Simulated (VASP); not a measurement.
# Si3Ru: relaxation of cell and atoms with PBE

The system is Si3Ru.

```
Si Ru
1.0
     0.00000    3.00267    3.00267
     3.00267    0.00000    3.00267
     3.00267    3.00267    0.00000
Si Ru
3 1
Direct
  0.25000 0.25000 0.25000
  0.75000 0.75000 0.75000
  0.50000 0.50000 0.50000
  0.00000 0.00000 0.00000
```

The cell was built from a structure type or drawn by symmetry, and may not be a known phase.

```yaml
Program: VASP 6.6.1
Task: relaxation of cell and atoms
Functional: PBE
Potentials_or_basis: VASP PAW PBE potentials, release 64 (Si, Ru_pv)
Cutoff: 600 eV
k_mesh: 14 × 14 × 14
Occupations: gaussian, width 0.1 eV
Spin: no spin polarisation
Dipole_correction: no
Further_INCAR_settings: ALGO = Normal; EDIFF = 1e-06; IBRION = 2; EDIFFG = -0.01; NSW = 100; ISIF = 3
```

- Relaxed volume: 13.63 Å³/atom
- Relaxed cell: a = 4.256 Å, b = 4.256 Å, c = 4.256 Å, α = 60.00°, β = 60.00°, γ = 60.00°
- Space group after relaxing (to 0.1 Å): Fm-3m (No. 225)
- Energy gained by relaxing: 0.3 meV/atom
- Ionic steps: 3
- Pressure after relaxing: 0.0 GPa
- Band gap on the k mesh: zero (bands 13 and 14 overlap by 1.17 eV)

The path:
| step | energy change (eV) | largest force (eV/Å) | pressure (GPa) | volume (Å³) |
| --- | --- | --- | --- | --- |
| 1 | 0.0000 | 0.0000 | 1.11 | 54.14 |
| 2 | -0.0002 | 0.0000 | -1.01 | 54.88 |
| 3 | -0.0013 | 0.0000 | 0.00 | 54.53 |

Final structure:
```xyz
4
Lattice="0.0000 3.0097 3.0097 3.0097 0.0000 3.0097 3.0097 3.0097 0.0000" Properties=species:S:1:pos:R:3 pbc="T T T"
Si    1.5049    1.5049    1.5049
Si    4.5146    4.5146    4.5146
Si    3.0097    3.0097    3.0097
Ru    0.0000    0.0000    0.0000
```

Levels at points of the mesh, in eV from the Fermi level:
```
           k point  band 9  band 10  band 11  band 12  band 13  band 14  band 15  band 16  band 17
(0.00, 0.00, 0.00)   -2.67    -2.67    -2.00    -2.00    -2.00    -0.58     2.82     2.82     2.82
(0.50, 0.00, 0.00)   -2.81    -2.33    -2.33    -1.83    -1.83     1.41     1.41     2.67     4.78
(0.50, 0.50, 0.00)   -3.24    -2.35    -2.35    -1.83    -0.09     1.38     4.57     4.57     5.50
```

Wall time 2 min on 1 thread of Intel(R) Xeon(R) 6975P-C (Granite Rapids) (shared host), peak memory 0.29 GiB.
